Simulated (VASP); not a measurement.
Input of a VASP 6.6.1 run:

Contents of INCAR:

```
SYSTEM = CdF2
ALGO     = Normal         ! electronic algorithm
EDIFF    = 1E-6           ! SCF threshold, eV
ENCUT    = 520            ! plane-wave cutoff, eV
GGA      = PE             ! functional
ISIF     = 2              ! what is computed and relaxed
ISMEAR   = -1             ! smearing method
LASPH    = .TRUE.         ! aspherical terms in the spheres
LCHARG   = .FALSE.        ! write CHGCAR
LREAL    = .FALSE.        ! projectors in reciprocal space
LWAVE    = .FALSE.        ! write WAVECAR
NBANDS   = 20             ! bands
NELM     = 80             ! most SCF steps
PREC     = Accurate       ! precision mode
SIGMA    = 0.05           ! smearing width, eV
```

KPOINTS

```
k-points
0
G
  9 9 9
  0 0 0
```

POSCAR

```
CdF2
1.0
    0.0000000000      2.7407277993      2.7407277993
    2.7407277993      0.0000000000      2.7407277993
    2.7407277993      2.7407277993      0.0000000000
Cd F
1 2
Direct
    0.0000000000      0.0000000000      0.0000000000
    0.7500000000      0.7500000000      0.7500000000
    0.2500000000      0.2500000000      0.2500000000
```

Potentials or basis: VASP PAW PBE potentials, release 64 (Cd, F).

Run with:

```console
$ cat potpaw_PBE.64/Cd/POTCAR potpaw_PBE.64/F/POTCAR > POTCAR
$ mpirun -np 1 vasp_std > vasp.out
```

Task: Predict the pressure.

Result: 0.5 GPa.

Task: Estimate the band gap on the k mesh.

Result: 2.91 eV, indirect (least direct gap 3.44 eV).

A k mesh can miss the band edges. As with any semilocal functional, this PBE gap is likely too small.
